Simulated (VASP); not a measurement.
# TaTe2H (I4mm) in VASP: a series of runs

The runs below take TaTe2H through relaxation of cell and atoms, single point, with PBE.

Everything below comes from runs of VASP 6.6.1. Logs are shortened: lines on timing, memory, paths and dates and some standing lists are left out, and cuts for length are marked.

### 1 The cell of the first run

Symmetry: I4mm, No. 107, tetragonal system. The conventional cell has a = 5.009 Å, b = 5.009 Å, c = 6.681 Å, α = 90.00°, β = 90.00°, γ = 90.00°. Ta (site symmetry 4mm) has 1 H at 1.74 Å within 2.3 Å. Te (site symmetry 2mm) has 2 H at 2.51 Å and 4 Ta at 2.93 to 3.09 Å and 2 Te at 3.34 Å within 3.4 Å. H (site symmetry 4mm) has 1 Ta at 1.74 Å within 2.3 Å.

The cell was built from a structure type or drawn by symmetry, and may not be a known phase.

### 2 Relaxation of cell and atoms, PBE

Contents of INCAR:

```
SYSTEM = TaTe2H
ALGO = Normal
EDIFF = 1E-7
EDIFFG = -0.04
ENCUT = 600
GGA = PE
IBRION = 2
ISIF = 3
ISMEAR = 0
LASPH = .TRUE.
LCHARG = .FALSE.
LREAL = .FALSE.
LWAVE = .FALSE.
NELM = 80
NSW = 90
PREC = Accurate
SIGMA = 0.1
```

Contents of KPOINTS:

```
k-points
0
G
  6 6 6
  0 0 0
```

Contents of POSCAR:

```
TaTe2H
1.0
   -2.5042698141      2.5042698141      3.3405638900
    2.5042698141     -2.5042698141      3.3405638900
    2.5042698141      2.5042698141     -3.3405638900
Ta Te H
1 2 1
Direct
    0.2612388592      0.2612388592      0.0000000000
    0.9898015011      0.4898015011      0.5000000000
    0.4898015011      0.9898015011      0.5000000000
    0.5217534685      0.5217534685      0.0000000000
```

Potentials or basis: VASP PAW PBE potentials, release 64 (Ta_pv, Te, H).

On the command line:

```sh
$ cat potpaw_PBE.64/Ta_pv/POTCAR potpaw_PBE.64/Te/POTCAR potpaw_PBE.64/H/POTCAR > POTCAR
$ mpirun -np 1 vasp_std > vasp.out
```

OUTCAR:

```text
SYSTEM = TaTe2H
   EDIFF = 1E-7
   EDIFFG = -0.04
   ENCUT = 600
   GGA = PE
   IBRION = 2
   ISIF = 3
   ISMEAR = 0
   LASPH = .TRUE.
   LREAL = .FALSE.
   NELM = 80
   NSW = 90
   PREC = Accurate

 ion  position               nearest neighbor table
   1  0.261  0.261  0.000-   4 1.74   3 2.93   2 2.93   2 2.93   3 2.93   3 3.09   2 3.09   2 3.09
                             3 3.09
   2  0.990  0.490  0.500-   1 2.93   1 2.93   1 3.09   1 3.09   3 3.34   3 3.34   3 3.54   3 3.54
                             3 3.54   3 3.54
   3  0.490  0.990  0.500-   1 2.93   1 2.93   1 3.09   1 3.09   2 3.34   2 3.34   2 3.54   2 3.54
                             2 3.54   2 3.54
   4  0.522  0.522  0.000-   1 1.74

  LATTYP: Found a body centered tetragonal cell.
 ALAT       =     5.0085396282
 C/A-ratio  =     1.3339472732

  Lattice vectors:

 A1 = (  -2.5042698141,   2.5042698141,   3.3405638900)
 A2 = (   2.5042698141,  -2.5042698141,   3.3405638900)
 A3 = (   2.5042698141,   2.5042698141,  -3.3405638900)

Analysis of symmetry for initial positions (statically):
=====================================================================
 Subroutine PRICEL returns:
 Original cell was already a primitive cell.

 Routine SETGRP: Setting up the symmetry group for a
 body centered tetragonal supercell.

 Subroutine GETGRP returns: Found  8 space group operations
 (whereof  8 operations were pure point group operations)
 out of a pool of 16 trial point group operations.

The static configuration has the point symmetry C_4v.

Analysis of symmetry for dynamics (positions and initial velocities):
=====================================================================
 Subroutine PRICEL returns:
 Original cell was already a primitive cell.

 Routine SETGRP: Setting up the symmetry group for a
 body centered tetragonal supercell.

 Subroutine GETGRP returns: Found  8 space group operations
 (whereof  8 operations were pure point group operations)
 out of a pool of 16 trial point group operations.

The dynamic configuration has the point symmetry C_4v.

 Subroutine INISYM returns: Found  8 space group operations
 (whereof  8 operations are pure point group operations),
 and found     1 'primitive' translations

----------------------------------------------------------------------------------------

                                     Primitive cell

  volume of cell :      83.7996

  direct lattice vectors                    reciprocal lattice vectors
    -2.504269814  2.504269814  3.340563890     0.000000000  0.199658997  0.149675329
     2.504269814 -2.504269814  3.340563890     0.199658997  0.000000000  0.149675329
     2.504269814  2.504269814 -3.340563890     0.199658997  0.199658997  0.000000000

  length of vectors
     4.868480431  4.868480431  4.868480431     0.249532401  0.249532401  0.282360462

  position of ions in fractional coordinates (direct lattice)
     0.261238859  0.261238859  0.000000000
     0.989801501  0.489801501  0.500000000
     0.489801501  0.989801501  0.500000000
     0.521753469  0.521753469  0.000000000

  ion indices of the primitive-cell ions
   primitive index   ion index
                 1           1
                 2           2
                 3           3
                 4           4

----------------------------------------------------------------------------------------

 KPOINTS: k-points

Automatic generation of k-mesh.
 Grid dimensions read from file:
 generate k-points for:    6    6    6

 Generating k-lattice:

  Cartesian coordinates                     Fractional coordinates (reciprocal lattice)
     0.000000000  0.033276500  0.024945888     0.166666667  0.000000000 -0.000000000
     0.033276500  0.000000000  0.024945888     0.000000000  0.166666667 -0.000000000
     0.033276500  0.033276500  0.000000000     0.000000000  0.000000000  0.166666667

  Length of vectors
     0.041588734  0.041588734  0.047060077

  Shift w.r.t. Gamma in fractional coordinates (k-lattice)
     0.000000000  0.000000000  0.000000000

 Subroutine IBZKPT returns following result:
 ===========================================

 Found     30 irreducible k-points:

 Following reciprocal coordinates:
            Coordinates               Weight
  0.000000  0.000000  0.000000      1.000000
  0.166667 -0.000000  0.000000      8.000000
  0.333333  0.000000  0.000000      8.000000
  0.500000 -0.000000  0.000000      4.000000
  0.166667  0.166667  0.000000      8.000000
  0.333333  0.166667  0.000000     16.000000
[... 16 lines left out ...]
 -0.333333 -0.333333  0.166667      8.000000
 -0.166667 -0.333333  0.166667      8.000000
 [... further k-points ...]
   k-points           NKPTS =     30   k-points in BZ     NKDIM =     30   number of bands    NBANDS=     16
   number of dos      NEDOS =    301   number of ions     NIONS =      4
   total plane-waves  NPLWV =  64000
   dimension x,y,z NGX =    40 NGY =   40 NGZ =   40
   dimension x,y,z NGXF=    80 NGYF=   80 NGZF=   80
   ions per type =               1   2   1
   NGX,Y,Z   is equivalent  to a cutoff of  13.66, 13.66, 13.66 a.u.
   NGXF,Y,Z  is equivalent  to a cutoff of  27.32, 27.32, 27.32 a.u.
 SYSTEM =  TaTe2H
   PREC   = accura    normal or accurate (medium, high low for compatibility)
   ISTART =      0    job   : 0-new  1-cont  2-samecut
   ICHARG =      2    charge: 1-file 2-atom 10-const
   ISPIN  =      1    spin polarized calculation?
   LNONCOLLINEAR =      F non collinear calculations
   LSORBIT =      F    spin-orbit coupling
   LASPH  =      T    aspherical Exc in radial PAW
   ENCUT  =  600.0 eV  44.10 Ry    6.64 a.u.   9.72  9.72  9.72*2*pi/ulx,y,z
   NELM   =     80;   NELMIN=  2; NELMDL= -5     # of ELM steps
   EDIFF  = 0.1E-06   stopping-criterion for ELM
   LREAL  =      F    real-space projection
   EDIFFG = -.4E-01   stopping-criterion for IOM
   NSW    =     90    number of steps for IOM
   IBRION =      2    ionic relax: 0-MD 1-quasi-New 2-CG
   NFREE  =      1    steps in history (QN), initial steepest desc. (CG)
   ISIF   =      3    stress and relaxation
   ISYM   =      2    0-nonsym 1-usesym 2-fastsym
   POTIM  = 0.5000    time-step for ionic-motion
   TEBEG  =    0.0;   TEEND  =   0.0 temperature during run
   PSTRESS=    0.0 pullay stress
   NELECT =      24.0000    total number of electrons
   NUPDOWN=      -1.0000    fix difference up-down
   EMIN   =  10.00;   EMAX   =-10.00  energy-range for DOS
   EFERMI =   0.00;   METHOD = LEGACY
   ISMEAR =     0;   SIGMA  =   0.10  broadening in eV -4-tet -1-fermi 0-gaus
   EFERMI_NEDOS =   21; number of points for ismear=-14 and -15
   IALGO  =     38    algorithm
   IMIX   =      4    mixing-type and parameters
     AMIX     =   0.40;   BMIX     =  1.00
     AMIX_MAG =   1.60;   BMIX_MAG =  1.00
  volume/ion in A,a.u.               =      20.95       141.38
  Fermi-wavevector in a.u.,A,eV,Ry     =   1.079107  2.039217 15.843607  1.164472
  Thomas-Fermi vector in A             =   2.215064
   LORBIT       =      0    0 simple, 1 ext, 2 COOP (PROOUT), +10 PAW based schemes
   GGA     = PE    functional components
   LHFCALC =     F    Hartree Fock is set to
   AEXX    =    0.0000 exact exchange contribution
   IVDW    =     0    specifies the selected vdW correction
   LEPSILON=     F    determine dielectric tensor
   LRPA    =     F    only Hartree local field effects (RPA)
 conjugate gradient relaxation of ions
 non-spin polarized calculation
 Gauss-broadening in eV      SIGMA  =   0.10
  energy-cutoff  :      600.00
  volume of cell :       83.80
 maximum number of plane-waves:      2814
   NGX = 19   NGY = 19   NGZ = 19

--------------------------------------- Ionic step        1  -------------------------------------------

 number of electron      24.0000001 magnetization

 Free energy of the ion-electron system (eV)
  ---------------------------------------------------
  ext. energy  EPLUGINS =         0.00000000
  ---------------------------------------------------
  free energy    TOTEN  =       -21.07172552 eV

  energy without entropy =      -21.05148719  energy(sigma->0) =      -21.06160636

------------------------ aborting loop because EDIFF is reached ----------------------------------------

  FORCE on cell =-STRESS in cart. coord.  units (eV):
  Direction    XX          YY          ZZ          XY          YZ          ZX
  --------------------------------------------------------------------------------------
  -------------------------------------------------------------------------------------
  Total        0.0419091      0.0419091     -0.4864984      0.0000000      0.0000000      0.0000000
  in kB        0.8012658      0.8012658     -9.3014366      0.0000000      0.0000000      0.0000000
  external PRESSURE =      -2.5663017 kB  Pullay stress =       0.0000000 kB
[... 137 lines left out ...]
  energy  without entropy=      -21.0544825207  energy(sigma->0) =      -21.06456212

--------------------------------------- Ionic step        5  -------------------------------------------

 number of electron      24.0000001 magnetization

 Free energy of the ion-electron system (eV)
  ---------------------------------------------------
  ext. energy  EPLUGINS =         0.00000000
  ---------------------------------------------------
  free energy    TOTEN  =       -21.07598642 eV

  energy without entropy =      -21.05722327  energy(sigma->0) =      -21.06660484

 E-fermi :   6.8050     XC(G=0): -10.1925

 val. band max:        6.7805144552   @ k =   0.5000   0.3333   0.0000
 cond. band min:       6.8087248309   @ k =   0.5000  -0.0000   0.0000
 fundamental gap:      0.0282103757
 Fermi energy:         6.8049938706

 k-point     1 :       0.0000    0.0000    0.0000
  band No.  band energies     occupation
      1     -28.3532      2.00000
      2     -28.3532      2.00000
      3     -28.1371      2.00000
      4      -6.7388      2.00000
      5      -2.7685      2.00000
      6       1.6876      2.00000
[... 8 lines left out ...]
     15       9.5197      0.00000
     16       9.5197      0.00000
[... 420 lines left out ...]
  band No.  band energies     occupation
      1     -28.3552      2.00000
      2     -28.3544      2.00000
      3     -28.1404      2.00000
      4      -5.8760      2.00000
      5      -4.0647      2.00000
      6       1.6468      2.00000
[... 8 lines left out ...]
     15       9.4544      0.00000
     16       9.6474      0.00000

 [... further k-points ...]
[... 5 lines left out ...]
  --------------------------------------------------------------------------------------
  -------------------------------------------------------------------------------------
  Total       -0.0265467     -0.0265467      0.0643338      0.0000000      0.0000000      0.0000000
  in kB       -0.5107368     -0.5107368      1.2377306      0.0000000      0.0000000      0.0000000
  external PRESSURE =       0.0720857 kB  Pullay stress =       0.0000000 kB
[... 19 lines left out ...]
  FREE ENERGIE OF THE ION-ELECTRON SYSTEM (eV)
  ---------------------------------------------------
  free  energy   TOTEN  =       -21.0759864204 eV

  energy  without entropy=      -21.0572232655  energy(sigma->0) =      -21.06660484

 reached required accuracy - stopping structural energy minimisation
```

Run time: 93 s. Hardware: 1 thread of Intel Xeon 6975P-C (Granite Rapids), shared host; peak memory 0.26 GiB.

Results:

```
Free energy                           : -21.0760 eV
Relaxed volume                        : 20.82 Å³/atom
Relaxed cell                          : a = 4.844 Å, b = 4.844 Å, c = 4.844 Å, α = 117.37°, β = 117.37°, γ = 94.61°
Space group after relaxing (to 0.1 Å) : I4mm (No. 107)
Energy gained by relaxing             : 1.1 meV/atom
Ionic steps                           : 5
Pressure after relaxing               : 0.0 GPa
Largest force after relaxing          : 0.021 eV/Å
Band gap on the k mesh                : zero (bands 12 and 13 overlap by 0.77 eV)
```

Forces in eV/Å, atoms in the order of the input:
```
Ta   0.000  0.000  0.009
Te   0.000  0.000 -0.015
Te   0.000  0.000 -0.015
H    0.000  0.000  0.021
```

Stress tensor (GPa, compression positive):
```
-0.05  0.00  0.00
 0.00 -0.05  0.00
 0.00  0.00  0.12
```

The path:
| step | energy change (eV) | largest force (eV/Å) | pressure (GPa) | volume (Å³) |
| --- | --- | --- | --- | --- |
| 1 | 0.0000 | 0.0182 | -0.26 | 83.80 |
| 2 | -0.0016 | 0.1448 | 0.20 | 83.39 |
| 3 | -0.0017 | 0.1636 | 0.26 | 83.34 |
| 4 | -0.0029 | 0.1189 | 0.19 | 83.33 |
| 5 | -0.0043 | 0.0215 | 0.01 | 83.28 |

Final structure:
```
Ta Te H
1.0
    -2.51754    2.51754    3.28481
     2.51754   -2.51754    3.28481
     2.51754    2.51754   -3.28481
Ta Te H
1 2 1
Direct
  0.25909 0.25909 0.00000
  0.98970 0.48970 0.50000
  0.48970 0.98970 0.50000
  0.52410 0.52410 0.00000
```

Caveat: spin-orbit coupling is left out, which moves the levels of the heavy elements.

(Part 1 of 2 ends here.)
